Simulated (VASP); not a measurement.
# TeAu2S3 (I4/mmm) in VASP: further runs

Runs on TeAu2S3. Level: PBE. Tasks: single point.

Everything below comes from runs of VASP 6.6.1. Logs are shortened: lines on timing, memory, paths and dates and some standing lists are left out, and cuts for length are marked.

## (1) The cell of the first run

The structure is tetragonal, space group I4/mmm (No. 139). Conventional cell: a = 5.465 Å, b = 5.465 Å, c = 9.479 Å, α = 90.00°, β = 90.00°, γ = 90.00°. Within 3.7 Å of Te (site symmetry 4/mmm) lie 4 S at 2.73 Å and 8 Au at 3.62 Å. Within 3.7 Å of S (site symmetry 4/mmm) lie 4 S at 2.73 Å and 8 Au at 3.62 Å. Within 3.1 Å of S (site symmetry mmm) lie 2 Au at 2.37 Å and 2 Te at 2.73 Å and 2 S at 2.73 Å. Within 3.1 Å of Au (site symmetry -4m2) lie 2 S at 2.37 Å.

The cell was generated, and may not be a known phase.

## (2) Single point, PBE

INCAR

```
PREC = Accurate
ENCUT = 500
EDIFF = 1E-6
ISMEAR = 0
SIGMA = 0.15
LREAL = F
LASPH = T
NELM = 120
ALGO = Normal
ISIF = 2
LWAVE = F
LCHARG = T
GGA = PE
LELF = T
LVHAR = T
NBANDS = 32
GGA_COMPAT = F
```

KPOINTS

```
regular mesh
0
Gamma
  3 3 3
```

POSCAR

```
TeAu2S3
1.0
   -2.7327202041      2.7327202041      4.7397130514
    2.7327202041     -2.7327202041      4.7397130514
    2.7327202041      2.7327202041     -4.7397130514
Te S Au
1 3 2
Direct
    0.5000000000      0.5000000000      0.0000000000
    0.0000000000      0.0000000000      0.0000000000
    0.5000000000      0.0000000000      0.5000000000
    0.0000000000      0.5000000000      0.5000000000
    0.7500000000      0.2500000000      0.5000000000
    0.2500000000      0.7500000000      0.5000000000
```

Potentials or basis: VASP PAW PBE potentials, release 64 (Te, S, Au).

The run is started by

```console
> cat potpaw_PBE.64/Te/POTCAR potpaw_PBE.64/S/POTCAR potpaw_PBE.64/Au/POTCAR > POTCAR
> mpirun -np 1 vasp_std > vasp.out
```

OUTCAR:

```text
PREC = Accurate
   ENCUT = 500
   EDIFF = 1E-6
   ISMEAR = 0
   LREAL = F
   LASPH = T
   NELM = 120
   ISIF = 2
   GGA = PE

 ion  position               nearest neighbor table
   1  0.500  0.500  0.000-   3 2.73   4 2.73   3 2.73   4 2.73   5 3.62   6 3.62   5 3.62   6 3.62
                             6 3.62   6 3.62   5 3.62   5 3.62
   2  0.000  0.000  0.000-   3 2.73   4 2.73   4 2.73   3 2.73
   3  0.500  0.000  0.500-   5 2.37   6 2.37   1 2.73   2 2.73   1 2.73   2 2.73
   4  0.000  0.500  0.500-   5 2.37   6 2.37   1 2.73   2 2.73   2 2.73   1 2.73
   5  0.750  0.250  0.500-   3 2.37   4 2.37   1 3.62   1 3.62   1 3.62   1 3.62
   6  0.250  0.750  0.500-   3 2.37   4 2.37   1 3.62   1 3.62   1 3.62   1 3.62

  LATTYP: Found a body centered tetragonal cell.
 ALAT       =     5.4654404082
 C/A-ratio  =     1.7344304200

  Lattice vectors:

 A1 = (  -2.7327202041,   2.7327202041,   4.7397130514)
 A2 = (   2.7327202041,  -2.7327202041,   4.7397130514)
 A3 = (   2.7327202041,   2.7327202041,  -4.7397130514)

Analysis of symmetry for initial positions (statically):
=====================================================================
 Subroutine PRICEL returns:
 Original cell was already a primitive cell.

 Routine SETGRP: Setting up the symmetry group for a
 body centered tetragonal supercell.

 Subroutine GETGRP returns: Found 16 space group operations
 (whereof 16 operations were pure point group operations)
 out of a pool of 16 trial point group operations.

The static configuration has the point symmetry D_4h.

Analysis of symmetry for dynamics (positions and initial velocities):
=====================================================================
 Subroutine PRICEL returns:
 Original cell was already a primitive cell.

 Routine SETGRP: Setting up the symmetry group for a
 body centered tetragonal supercell.

 Subroutine GETGRP returns: Found 16 space group operations
 (whereof 16 operations were pure point group operations)
 out of a pool of 16 trial point group operations.

The dynamic configuration has the point symmetry D_4h.

 Subroutine INISYM returns: Found 16 space group operations
 (whereof 16 operations are pure point group operations),
 and found     1 'primitive' translations

----------------------------------------------------------------------------------------

                                     Primitive cell

  volume of cell :     141.5802

  direct lattice vectors                    reciprocal lattice vectors
    -2.732720204  2.732720204  4.739713051     0.000000000  0.182967872  0.105491618
     2.732720204 -2.732720204  4.739713051     0.182967872  0.000000000  0.105491618
     2.732720204  2.732720204 -4.739713051     0.182967872  0.182967872  0.000000000

  length of vectors
     6.115586582  6.115586582  6.115586582     0.211200672  0.211200672  0.258755646

  position of ions in fractional coordinates (direct lattice)
     0.500000000  0.500000000  0.000000000
     0.000000000  0.000000000  0.000000000
     0.500000000  0.000000000  0.500000000
     0.000000000  0.500000000  0.500000000
     0.750000000  0.250000000  0.500000000
     0.250000000  0.750000000  0.500000000

  ion indices of the primitive-cell ions
   primitive index   ion index
                 1           1
                 2           2
                 3           3
                 4           4
                 5           5
                 6           6

----------------------------------------------------------------------------------------

 KPOINTS: regular mesh

Automatic generation of k-mesh.
 Grid dimensions read from file:
 generate k-points for:    3    3    3

 Generating k-lattice:

  Cartesian coordinates                     Fractional coordinates (reciprocal lattice)
     0.000000000  0.060989291  0.035163873     0.333333333 -0.000000000  0.000000000
     0.060989291  0.000000000  0.035163873    -0.000000000  0.333333333  0.000000000
     0.060989291  0.060989291  0.000000000     0.000000000  0.000000000  0.333333333

  Length of vectors
     0.070400224  0.070400224  0.086251882

  Shift w.r.t. Gamma in fractional coordinates (k-lattice)
     0.000000000  0.000000000  0.000000000

 Subroutine IBZKPT returns following result:
 ===========================================

 Found      6 irreducible k-points:

 Following reciprocal coordinates:
            Coordinates               Weight
  0.000000  0.000000  0.000000      1.000000
  0.333333  0.000000  0.000000      8.000000
  0.333333  0.333333  0.000000      8.000000
 -0.333333  0.333333  0.000000      4.000000
 -0.333333  0.333333  0.333333      4.000000
 -0.333333 -0.333333  0.333333      2.000000
   k-points           NKPTS =      6   k-points in BZ     NKDIM =      6   number of bands    NBANDS=     32
   number of dos      NEDOS =    301   number of ions     NIONS =      6
   total plane-waves  NPLWV = 110592
   dimension x,y,z NGX =    48 NGY =   48 NGZ =   48
   dimension x,y,z NGXF=    96 NGYF=   96 NGZF=   96
   ions per type =               1   3   2
   NGX,Y,Z   is equivalent  to a cutoff of  13.05, 13.05, 13.05 a.u.
   NGXF,Y,Z  is equivalent  to a cutoff of  26.10, 26.10, 26.10 a.u.
 SYSTEM =  unknown system
   PREC   = accura    normal or accurate (medium, high low for compatibility)
   ISTART =      0    job   : 0-new  1-cont  2-samecut
   ICHARG =      2    charge: 1-file 2-atom 10-const
   ISPIN  =      1    spin polarized calculation?
   LNONCOLLINEAR =      F non collinear calculations
   LSORBIT =      F    spin-orbit coupling
   LASPH  =      T    aspherical Exc in radial PAW
   ENCUT  =  500.0 eV  36.75 Ry    6.06 a.u.  11.15 11.15 11.15*2*pi/ulx,y,z
   NELM   =    120;   NELMIN=  2; NELMDL= -5     # of ELM steps
   EDIFF  = 0.1E-05   stopping-criterion for ELM
   LREAL  =      F    real-space projection
[... 7 lines left out ...]
   TEBEG  =    0.0;   TEEND  =   0.0 temperature during run
   PSTRESS=    0.0 pullay stress
   NELECT =      46.0000    total number of electrons
   NUPDOWN=      -1.0000    fix difference up-down
   EMIN   =  10.00;   EMAX   =-10.00  energy-range for DOS
   EFERMI =   0.00;   METHOD = LEGACY
   ISMEAR =     0;   SIGMA  =   0.15  broadening in eV -4-tet -1-fermi 0-gaus
   EFERMI_NEDOS =   21; number of points for ismear=-14 and -15
   IALGO  =     38    algorithm
   IMIX   =      4    mixing-type and parameters
     AMIX     =   0.40;   BMIX     =  1.00
     AMIX_MAG =   1.60;   BMIX_MAG =  1.00
  volume/ion in A,a.u.               =      23.60       159.24
  Fermi-wavevector in a.u.,A,eV,Ry     =   1.125451  2.126794 17.233687  1.266640
  Thomas-Fermi vector in A             =   2.262128
   LORBIT       =      0    0 simple, 1 ext, 2 COOP (PROOUT), +10 PAW based schemes
   GGA     = PE    functional components
   LHFCALC =     F    Hartree Fock is set to
   AEXX    =    0.0000 exact exchange contribution
   IVDW    =     0    specifies the selected vdW correction
   LEPSILON=     F    determine dielectric tensor
   LRPA    =     F    only Hartree local field effects (RPA)
 non-spin polarized calculation
 Gauss-broadening in eV      SIGMA  =   0.15
  energy-cutoff  :      500.00
  volume of cell :      141.58
 maximum number of plane-waves:      3601
 NGX is ok and might be reduce to    48
   NGX = 23   NGY = 23   NGZ = 23

 number of electron      46.0000001 magnetization

 Free energy of the ion-electron system (eV)
  ---------------------------------------------------
  ext. energy  EPLUGINS =         0.00000000
  ---------------------------------------------------
  free energy    TOTEN  =       -18.19462494 eV

  energy without entropy =      -18.12002080  energy(sigma->0) =      -18.15732287

 E-fermi :   5.1500     XC(G=0):  -9.8204

 val. band max:        5.1321828713   @ k =  -0.3333   0.3333   0.3333
 cond. band min:       5.1803011578   @ k =   0.3333   0.3333   0.0000
 fundamental gap:      0.0481182865
 Fermi energy:         5.1500179765

 k-point     1 :       0.0000    0.0000    0.0000
  band No.  band energies     occupation
      1     -10.2175      2.00000
      2      -8.3392      2.00000
      3      -6.0299      2.00000
      4      -4.5924      2.00000
      5      -2.2958      2.00000
      6      -1.8544      2.00000
[... 24 lines left out ...]
     31      12.2830      0.00000
     32      13.5013      0.00000

 k-point     2 :       0.3333    0.0000    0.0000
  band No.  band energies     occupation
      1      -9.7898      2.00000
      2      -8.8135      2.00000
      3      -6.2059      2.00000
      4      -5.3745      2.00000
      5      -1.8202      2.00000
      6      -1.5044      2.00000
[... 24 lines left out ...]
     31      10.8373      0.00000
     32      11.4604      0.00000

 k-point     3 :       0.3333    0.3333    0.0000
  band No.  band energies     occupation
      1      -9.2852      2.00000
      2      -9.0727      2.00000
      3      -6.6245      2.00000
      4      -6.1240      2.00000
      5      -1.9724      2.00000
      6      -0.5164      2.00000
[... 24 lines left out ...]
     31      11.8934      0.00000
     32      12.2984      0.00000

 k-point     4 :      -0.3333    0.3333    0.0000
  band No.  band energies     occupation
      1      -9.5962      2.00000
      2      -8.6749      2.00000
      3      -6.6088      2.00000
      4      -6.2032      2.00000
      5      -2.3972      2.00000
      6      -0.2758      2.00000
[... 24 lines left out ...]
     31      12.0187      0.00000
     32      12.4075      0.00000

 k-point     5 :      -0.3333    0.3333    0.3333
  band No.  band energies     occupation
      1      -9.4928      2.00000
      2      -9.1657      2.00000
      3      -6.2492      2.00000
      4      -5.2085      2.00000
      5      -2.6134      2.00000
      6      -1.3018      2.00000
[... 24 lines left out ...]
     31      10.5598      0.00000
     32      11.1034      0.00000

 k-point     6 :      -0.3333   -0.3333    0.3333
  band No.  band energies     occupation
      1      -9.9530      2.00000
      2      -8.7667      2.00000
      3      -6.0645      2.00000
      4      -4.3703      2.00000
      5      -2.1928      2.00000
      6      -1.6086      2.00000
[... 24 lines left out ...]
     31       9.3232      0.00000
     32      11.3122      0.00000

------------------------ aborting loop because EDIFF is reached ----------------------------------------

  FORCE on cell =-STRESS in cart. coord.  units (eV):
  Direction    XX          YY          ZZ          XY          YZ          ZX
  --------------------------------------------------------------------------------------
  -------------------------------------------------------------------------------------
  Total       -0.1331879     -0.1331879     -0.3738636      0.0000000     -0.0000000      0.0000000
  in kB       -1.5072076     -1.5072076     -4.2307892      0.0000000     -0.0000000      0.0000000
  external PRESSURE =      -2.4150681 kB  Pullay stress =       0.0000000 kB

 VOLUME and BASIS-vectors are now :
 -----------------------------------------------------------------------------
  energy-cutoff  :      500.00
  volume of cell :      141.58
      direct lattice vectors                 reciprocal lattice vectors
    -2.732720204  2.732720204  4.739713051     0.000000000  0.182967872  0.105491618
     2.732720204 -2.732720204  4.739713051     0.182967872  0.000000000  0.105491618
     2.732720204  2.732720204 -4.739713051     0.182967872  0.182967872  0.000000000

 POSITION                                       TOTAL-FORCE (eV/Angst)
 -----------------------------------------------------------------------------------
      0.00000      0.00000      4.73971        -0.000000      0.000000      0.000000
      0.00000      0.00000      0.00000        -0.000000      0.000000      0.000000
      0.00000      2.73272      0.00000        -0.000000      0.000000      0.000000
      2.73272      0.00000      0.00000        -0.000000      0.000000      0.000000
     -0.00000      2.73272      2.36986         0.000000     -0.000000      0.000000
      2.73272     -0.00000      2.36986         0.000000      0.000000     -0.000000
 -----------------------------------------------------------------------------------
    total drift:                               -0.000000     -0.000000      0.000000

  FREE ENERGIE OF THE ION-ELECTRON SYSTEM (eV)
  ---------------------------------------------------
  free  energy   TOTEN  =       -18.1946249397 eV

  energy  without entropy=      -18.1200207975  energy(sigma->0) =      -18.15732287
```

Wall time 89 s (1 thread of Intel Xeon 8259CL, shared host); peak memory 0.32 GiB.

What came out:

```
Free energy            : -18.1946 eV
Pressure               : -0.2 GPa
Band gap on the k mesh : zero (bands 23 and 24 overlap by 2.35 eV)
```

Levels at points of the mesh, in eV from the Fermi level:
```csv
k point,band 19,band 20,band 21,band 22,band 23,band 24,band 25,band 26,band 27,band 28
"(0.00, 0.00, 0.00)",-2.59,-1.43,-1.38,-0.55,-0.04,1.92,1.92,2.10,2.10,4.04
```

Caveat: the k points lie up to 0.44 Å⁻¹ apart, too coarse for converged energies and pressures of a metal; spin-orbit coupling is left out, which moves the levels of the heavy elements.

[end of part 1 of 2]

The gap in the log of VASP goes by the Fermi energy; the results here count the filled bands.